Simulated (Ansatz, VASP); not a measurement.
Cr in VASP and in Ansatz

```xyz
2
Lattice="0.0000 1.9713 4.3032 1.3683 0.0000 4.3032 1.3683 1.9713 0.0000" Properties=species:S:1:pos:R:3 pbc="T T T"
Cr    1.3683    1.9713    1.1340
Cr    1.3683    1.9713    7.4725
```

Alike in both runs: task relaxation of cell and atoms; functional PBEsol; k mesh 8 × 8 × 8; occupations gaussian, width 0.1 eV; no spin polarisation.

|  | VASP | Ansatz |
| --- | --- | --- |
| version | VASP 6.6.1 | Ansatz 0.2.0 |
| potentials or method | VASP PAW PBE potentials, release 64 (Cr_pv), cutoff 600 eV | scalar-relativistic, plane waves, PAW |
| valence electrons in the cell | 24 | 28 |

```csv
,VASP,Ansatz,Ansatz less VASP
"gap on the k mesh at the Fermi level, each at its own relaxed structure (eV)",none,none,-
relaxed volume (Å³/atom),11.56,11.61,+0.047
relaxed cell length with the largest relative difference (Å),4.498,4.507,+0.0088
```

VASP's potentials were made for PBE, not for PBEsol. A gap of «none» marks a metal or a gap that the smearing closes. VASP's potentials hold 24 valence electrons a cell and Ansatz's 28, so a difference there can come from the potentials and not from the codes.

The k mesh is coarse, so the values compare programs but aren't converged.
